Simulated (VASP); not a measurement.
# Pd (Pm-3m) in VASP: further runs

Runs on Pd. Level: RPBE. Tasks: single point.

Program: VASP 6.6.1. These are calculated values, not measurements. Logs are shortened: lines on timing, memory, paths and dates and some standing lists are left out, and cuts for length are marked.

## 1. The cell of the first run

The structure is cubic, space group Pm-3m (No. 221). Conventional cell: a = 2.533 Å, b = 2.533 Å, c = 2.533 Å, α = 90.00°, β = 90.00°, γ = 90.00°. Within 3.3 Å of Pd (site symmetry m-3m) lie 6 Pd at 2.53 Å.

## 2. Single point, RPBE, collinear spin, ferromagnetic start (volume scaled by 0.88)

Input file INCAR:

```
ALGO = Normal
EDIFF = 1E-6
ENCUT = 520
GGA = RP
ISIF = 2
ISMEAR = -1
ISPIN = 2
LASPH = True
LCHARG = True
LELF = True
LMAXMIX = 4
LORBIT = 11
LREAL = False
LVHAR = True
LWAVE = False
MAGMOM = 0.5
NBANDS = 15
NELM = 150
PREC = Accurate
SIGMA = 0.05
```

Input file KPOINTS:

```
k-points
0
Gamma
  13 13 13
```

Input file POSCAR:

```
Pd
1.0
    2.5332113939      0.0000000000      0.0000000000
    0.0000000000      2.5332113939      0.0000000000
    0.0000000000      0.0000000000      2.5332113939
Pd
1
Direct
    0.0000000000      0.0000000000      0.0000000000
```

Potentials or basis: VASP PAW PBE potentials, release 64 (Pd).

Started as:

```
$ cat potpaw_PBE.64/Pd/POTCAR > POTCAR
$ mpirun -np 1 vasp_std > vasp.out
```

OUTCAR:

```text
EDIFF = 1E-6
   ENCUT = 520
   GGA = RP
   ISIF = 2
   ISMEAR = -1
   ISPIN = 2
   LASPH = True
   LORBIT = 11
   LREAL = False
   NELM = 150
   PREC = Accurate

 ion  position               nearest neighbor table
   1  0.000  0.000  0.000-

  LATTYP: Found a simple cubic cell.
 ALAT       =     2.5332113939

  Lattice vectors:

 A1 = (   2.5332113939,   0.0000000000,   0.0000000000)
 A2 = (   0.0000000000,   2.5332113939,   0.0000000000)
 A3 = (   0.0000000000,   0.0000000000,   2.5332113939)

Analysis of symmetry for initial positions (statically):
=====================================================================
 Subroutine PRICEL returns:
 Original cell was already a primitive cell.

 Routine SETGRP: Setting up the symmetry group for a
 simple cubic supercell.

 Subroutine GETGRP returns: Found 48 space group operations
 (whereof 48 operations were pure point group operations)
 out of a pool of 48 trial point group operations.

The static configuration has the point symmetry O_h .

Analysis of symmetry for dynamics (positions and initial velocities):
=====================================================================
 Subroutine PRICEL returns:
 Original cell was already a primitive cell.

 Routine SETGRP: Setting up the symmetry group for a
 simple cubic supercell.

 Subroutine GETGRP returns: Found 48 space group operations
 (whereof 48 operations were pure point group operations)
 out of a pool of 48 trial point group operations.

The dynamic configuration has the point symmetry O_h .

Analysis of structural, dynamic, and magnetic symmetry:
=====================================================================
 Subroutine PRICEL returns:
 Original cell was already a primitive cell.

 Routine SETGRP: Setting up the symmetry group for a
 simple cubic supercell.

 Subroutine GETGRP returns: Found 48 space group operations
 (whereof 48 operations were pure point group operations)
 out of a pool of 48 trial point group operations.

The overall configuration has the point symmetry O_h .

 Subroutine INISYM returns: Found 48 space group operations
 (whereof 48 operations are pure point group operations),
 and found     1 'primitive' translations

----------------------------------------------------------------------------------------

                                     Primitive cell

  volume of cell :      16.2560

  direct lattice vectors                    reciprocal lattice vectors
     2.533211394  0.000000000  0.000000000     0.394755843  0.000000000  0.000000000
     0.000000000  2.533211394  0.000000000     0.000000000  0.394755843  0.000000000
[... 129 lines left out ...]
  ext. energy  EPLUGINS =         0.00000000
  ---------------------------------------------------
  free energy    TOTEN  =        -4.06098587 eV

  energy without entropy =       -4.05057293  energy(sigma->0) =       -4.05577940

 E-fermi :   8.6481     XC(G=0): -12.3381

 val. band max:        8.6436342817   @ k =   0.4615   0.0000   0.0000
 cond. band min:       8.6542445198   @ k =   0.0000   0.0000   0.0000
 fundamental gap:      0.0106102381
 Fermi energy:         8.6481267475

 spin component 1

 k-point     1 :       0.0000    0.0000    0.0000
  band No.  band energies     occupation
      1       2.1243      1.00000
      2       3.5320      1.00000
      3       3.5320      1.00000
      4       8.6542      0.46945
      5       8.6542      0.46945
      6       8.6542      0.46945
      7      25.8020      0.00000
      8      25.8020      0.00000
      9      25.8020      0.00000
     10      32.5958      0.00000
     11      32.5958      0.00000
     12      32.7627      0.00000
     13      35.4047      0.00000
     14      39.4433      0.00000
[... 403 lines left out ...]
      4       7.3436      1.00000
      5       7.6547      1.00000
      6      10.3654      0.00000
      7      16.7281      0.00000
      8      22.1452      0.00000
      9      26.7080      0.00000
     10      31.5809      0.00000
     11      34.0571      0.00000
     12      35.0911      0.00000
     13      35.2607      0.00000
     14      38.3372      0.00000
     15      41.3427      0.00000

 [... further k-points ...]

 spin component 2

 k-point     1 :       0.0000    0.0000    0.0000
  band No.  band energies     occupation
      1       2.1243      1.00000
      2       3.5321      1.00000
      3       3.5321      1.00000
      4       8.6548      0.46678
      5       8.6548      0.46678
      6       8.6548      0.46677
      7      25.8020      0.00000
      8      25.8020      0.00000
      9      25.8020      0.00000
     10      32.5957      0.00000
     11      32.5957      0.00000
     12      32.7621      0.00000
     13      35.4049      0.00000
     14      39.4434      0.00000
[... 403 lines left out ...]
      4       7.3436      1.00000
      5       7.6552      1.00000
      6      10.3654      0.00000
      7      16.7281      0.00000
      8      22.1451      0.00000
      9      26.7080      0.00000
     10      31.5807      0.00000
     11      34.0571      0.00000
     12      35.0910      0.00000
     13      35.2610      0.00000
     14      38.3373      0.00000
     15      41.3425      0.00000

 [... further k-points ...]

------------------------ aborting loop because EDIFF is reached ----------------------------------------

  FORCE on cell =-STRESS in cart. coord.  units (eV):
  Direction    XX          YY          ZZ          XY          YZ          ZX
  --------------------------------------------------------------------------------------
  -------------------------------------------------------------------------------------
  Total        1.8538314      1.8538314      1.8538314     -0.0000000     -0.0000000      0.0000000
  in kB      182.7117672    182.7117672    182.7117672     -0.0000000     -0.0000000      0.0000000
  external PRESSURE =     182.7117672 kB  Pullay stress =       0.0000000 kB

 VOLUME and BASIS-vectors are now :
 -----------------------------------------------------------------------------
  energy-cutoff  :      520.00
  volume of cell :       16.26
      direct lattice vectors                 reciprocal lattice vectors
     2.533211394  0.000000000  0.000000000     0.394755843  0.000000000  0.000000000
     0.000000000  2.533211394  0.000000000     0.000000000  0.394755843  0.000000000
     0.000000000  0.000000000  2.533211394     0.000000000  0.000000000  0.394755843

 POSITION                                       TOTAL-FORCE (eV/Angst)
 -----------------------------------------------------------------------------------
      0.00000      0.00000      0.00000         0.000000      0.000000      0.000000
 -----------------------------------------------------------------------------------
    total drift:                                0.000000      0.000000      0.000000

  FREE ENERGIE OF THE ION-ELECTRON SYSTEM (eV)
  ---------------------------------------------------
  free  energy   TOTEN  =        -4.0609858671 eV

  energy  without entropy=       -4.0505729345  energy(sigma->0) =       -4.05577940

 total charge

# of ion       s       p       d       tot
------------------------------------------
    1        0.539   0.402   8.576   9.517

 magnetization (x)

# of ion       s       p       d       tot
------------------------------------------
    1        0.000  -0.000   0.000   0.000
```

OSZICAR:

```text
N       E                     dE             d eps       ncg     rms          rms(c)
DAV:   1     0.482663036712E+02    0.48266E+02   -0.45229E+03  5072   0.581E+02
DAV:   2    -0.333850820554E+01   -0.51605E+02   -0.49273E+02  6454   0.158E+02
DAV:   3    -0.417661315540E+01   -0.83810E+00   -0.83618E+00  6531   0.201E+01
DAV:   4    -0.417958980693E+01   -0.29767E-02   -0.29764E-02  6320   0.124E+00
DAV:   5    -0.417961555570E+01   -0.25749E-04   -0.25749E-04  6647   0.104E-01    0.692E+00
DAV:   6    -0.407148374407E+01    0.10813E+00   -0.41559E-01  7007   0.420E+00    0.382E+00
DAV:   7    -0.406368987878E+01    0.77939E-02   -0.60146E-03  6181   0.510E-01    0.196E+00
DAV:   8    -0.406098502373E+01    0.27049E-02   -0.13191E-03  6713   0.211E-01    0.699E-01
DAV:   9    -0.406095532323E+01    0.29701E-04   -0.90029E-05  6335   0.635E-02    0.568E-02
DAV:  10    -0.406098044175E+01   -0.25119E-04   -0.36186E-05  6552   0.306E-02    0.215E-02
DAV:  11    -0.406098540189E+01   -0.49601E-05   -0.82936E-06  6699   0.149E-02    0.734E-03
DAV:  12    -0.406098586708E+01   -0.46519E-06   -0.27533E-07  3948   0.382E-03
   1 F= -.40609859E+01 E0= -.40557794E+01  d E =-.104129E-01  mag=     0.0003
```

It took 24 s on 1 thread of Intel Xeon 6975P-C, shared host; peak memory 0.15 GiB.

Results:

```yaml
Free_energy: -4.0610 eV
Pressure: 18.3 GPa
Band_gap_on_the_k_mesh: zero (filled and empty bands overlap)
Net_moment: 0.00 μB per cell
Valence_electrons_inside_the_program's_atomic_spheres: Pd 9.52
```

Levels at points of the mesh, in eV from the Fermi level:
Spin up:
```
           k point  band 2  band 3  band 4  band 5  band 6  band 7  band 8  band 9
(0.00, 0.00, 0.00)   -5.12   -5.12    0.01    0.01    0.01   17.15   17.15   17.15
```
Spin down:
```csv
k point,band 2,band 3,band 4,band 5,band 6,band 7,band 8,band 9
"(0.00, 0.00, 0.00)",-5.12,-5.12,0.01,0.01,0.01,17.15,17.15,17.15
```

Caveat: the PAW data sets were made with another functional, which shifts forces and pressure a little.

## 3. Single point, RPBE, collinear spin, ferromagnetic start (volume scaled by 0.92)

Input file INCAR:

```
  PREC = Accurate
  ENCUT = 520
  EDIFF = 1E-6
  ISMEAR = -1
  SIGMA = 0.05
  LREAL = False
  LASPH = True
  NELM = 150
  ALGO = Normal
  ISIF = 2
  LWAVE = False
  LCHARG = False
  ISPIN = 2
  MAGMOM = 0.5
  LORBIT = 11
  LMAXMIX = 4
  GGA = RP
  NBANDS = 15
```

Input file KPOINTS:

```
regular mesh
0
Gamma
  13 13 13
```

Input file POSCAR:

```
Pd
1.0
    2.5710260942      0.0000000000      0.0000000000
    0.0000000000      2.5710260942      0.0000000000
    0.0000000000      0.0000000000      2.5710260942
Pd
1
Direct
    0.0000000000      0.0000000000      0.0000000000
```

Potentials or basis: VASP PAW PBE potentials, release 64 (Pd).

Started as:

```
$ cat potpaw_PBE.64/Pd/POTCAR > POTCAR
$ mpirun -np 1 vasp_std > vasp.out
```

Wall time 22 s (1 thread of Intel Xeon 6975P-C, shared host); peak memory 0.15 GiB.

Results (log left out):

- Free energy: -4.1267 eV
- Pressure: 10.4 GPa
- Band gap on the k mesh: zero (filled and empty bands overlap)
- Net moment: 0.00 μB per cell
- Valence electrons inside the program's atomic spheres: Pd 9.43

Levels at points of the mesh, in eV from the Fermi level:
Spin up:
```csv
k point,band 3,band 4,band 5,band 6,band 7,band 8
"(0.00, 0.00, 0.00)",-4.79,0.00,0.00,0.00,16.83,16.83
```
Spin down:
| k point | band 3 | band 4 | band 5 | band 6 | band 7 | band 8 |
| --- | --- | --- | --- | --- | --- | --- |
| (0.00, 0.00, 0.00) | -4.79 | 0.00 | 0.00 | 0.00 | 16.83 | 16.83 |

Caveat: the PAW data sets were made with another functional, which shifts forces and pressure a little.
